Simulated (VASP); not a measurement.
# SnO2: single point with PBE

The system is SnO2.

```
CELL_PARAMETERS angstrom
-2.02625 2.02625 5.18069
2.02625 -2.02625 5.18069
2.02625 2.02625 -5.18069
ATOMIC_POSITIONS crystal
Sn 0.75000 0.25000 0.50000
Sn 0.00000 0.00000 0.00000
O 0.66860 0.74097 0.92762
O 0.95240 0.45240 0.50000
O 0.20240 0.20240 0.00000
O 0.54760 0.04760 0.50000
```

This cell differs from its parent crystal: atom 3 (O) moved by -0.293 Å along [0 1 0] and -0.587 Å along [0 0 1].

```
Program             : VASP 6.6.1
Task                : single point
Functional          : PBE
Potentials or basis : VASP PAW PBE potentials, release 64 (Sn_d, O)
Cutoff              : 520 eV
k mesh              : 10 × 10 × 10
Occupations         : gaussian, width 0.05 eV
Spin                : no spin polarisation
```

The pressure is -0.8 GPa and the largest force is 2.658 eV/Å. The band gap on the k mesh is 0.12 eV (least direct gap 0.79 eV).

Forces in eV/Å, atoms in the order of the input:
```
Sn   0.000  0.067 -0.802
Sn   0.000 -0.203  0.773
O    0.000  0.780  2.541
O    0.000  0.067 -0.952
O    0.000 -0.703 -0.188
O    0.000 -0.008 -1.374
```

Stress tensor (GPa, compression positive):
```
 0.63  0.00  0.00
 0.00 -0.41 -0.65
 0.00 -0.65 -2.57
```

Levels at points of the mesh, in eV from the valence-band top:
```tsv
k point	band 23	band 24	band 25	band 26	band 27	band 28	band 29	band 30
(0.00, 0.00, 0.00)	-1.54	-1.37	-0.89	-0.67	0.12	3.48	7.46	8.34
(0.50, 0.00, 0.00)	-1.50	-1.40	-1.25	-1.13	2.11	4.52	6.39	7.79
(0.00, 0.50, 0.00)	-1.54	-1.45	-1.08	-0.74	3.42	5.02	6.00	7.30
(0.00, 0.50, 0.50)	-1.48	-1.46	-1.25	-1.02	2.18	4.49	6.40	8.07
(0.50, 0.50, 0.00)	-1.44	-1.15	-0.75	-0.01	4.46	5.01	6.03	6.78
(0.50, 0.50, 0.50)	-1.97	-1.48	-0.87	-0.67	1.17	3.13	5.96	7.96
```

Wall time 16 min on 1 thread of Intel(R) Xeon(R) 6975P-C (Granite Rapids), with other jobs on the host, peak memory 0.77 GiB.

Caveat: the cell differs from its parent crystal (atom 3 (O) moved by -0.293 Å along [0 1 0] and -0.587 Å along [0 0 1]); semilocal functionals underestimate gaps, and a narrow one can read as zero; spin-orbit coupling is left out, which moves the levels of the heavy elements; forces of over 1 eV/Å act on the atoms, so gaps and moduli don't describe the material at rest. A k mesh can miss the band edges.
